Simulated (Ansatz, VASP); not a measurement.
## One calculation of Si2Mo, two programs

The input INCAR:

```
PREC = Accurate ; ENCUT = 600
EDIFF = 1E-7 ; ISMEAR = -1
SIGMA = 0.05 ; LREAL = False
LASPH = True ; NELM = 60
ALGO = Normal ; ISIF = 3
LWAVE = False ; LCHARG = False
GGA = PS ; IVDW = 12
IBRION = 2 ; NSW = 60
EDIFFG = -0.01
```

File KPOINTS:

```
regular mesh
0
Gamma
  12 12 12
```

File POSCAR:

```
Si2Mo
1.0
   -1.6000000000      1.6000000000      3.9305000000
    1.6000000000     -1.6000000000      3.9305000000
    1.6000000000      1.6000000000     -3.9305000000
Mo Si
1 2
Direct
    0.0000000000      0.0000000000      0.0000000000
    0.6670000000      0.6670000000      0.0000000000
    0.3330000000      0.3330000000      0.0000000000
```

input.yaml

```yaml
crystal:
  lattice:
    - [-1.6, 1.6, 3.9305]
    - [1.6, -1.6, 3.9305]
    - [1.6, 1.6, -3.9305]
  atoms:
    - { symbol: Mo, position: [0.0, 0.0, 0.0] }
    - { symbol: Si, position: [0.667, 0.667, 0.0] }
    - { symbol: Si, position: [0.333, 0.333, 0.0] }
hamiltonian:
  xc: pbesol
  pseudopotentials: { kind: paw }
  dispersion: d3bj
kpoints:
  mp_grid: { grid: [12, 12, 12] }
scf:
  occupations: { method: fermi_dirac, width: 0.05 }
output:
  forces: true
  stress: true
  write_density: true
  write_potential: true
  elf: true
  volumetric_format: npy
relax:
  f_tol: 0.01
  max_steps: 40
  cell: { stress_tol: 0.05 }
```

Alike in both runs: task relaxation of cell and atoms; functional PBEsol; dispersion D3(BJ); k mesh 12 × 12 × 12; occupations fermi-dirac, width 0.05 eV; no spin polarisation.

|  | VASP | Ansatz |
| --- | --- | --- |
| version | VASP 6.6.1 | Ansatz 0.2.0 |
| potentials or method | VASP PAW PBE potentials, release 64 (Mo_sv, Si) | Ansatz PAW |
| plane-wave cutoff (eV) | 600 | 420 |
| valence electrons in the cell | 22 | 22 |

|  | VASP | Ansatz | Ansatz less VASP |
| --- | --- | --- | --- |
| gap on the k mesh at the Fermi level, each at its own relaxed structure (eV) | none | none | - |
| relaxed volume (Å³/atom) | 12.90 | 12.88 | -0.025 |
| relaxed length of the cell vector where the two differ most in proportion (Å) | 4.477 | 4.474 | -0.0022 |

VASP's potentials were made for PBE, not for PBEsol. A gap of «none» marks a metal or a gap that the smearing closes.

Noted on Ansatz's run: the plane-wave basis is chosen anew once the cell has moved, so the energies of steps on either side of that aren't comparable.
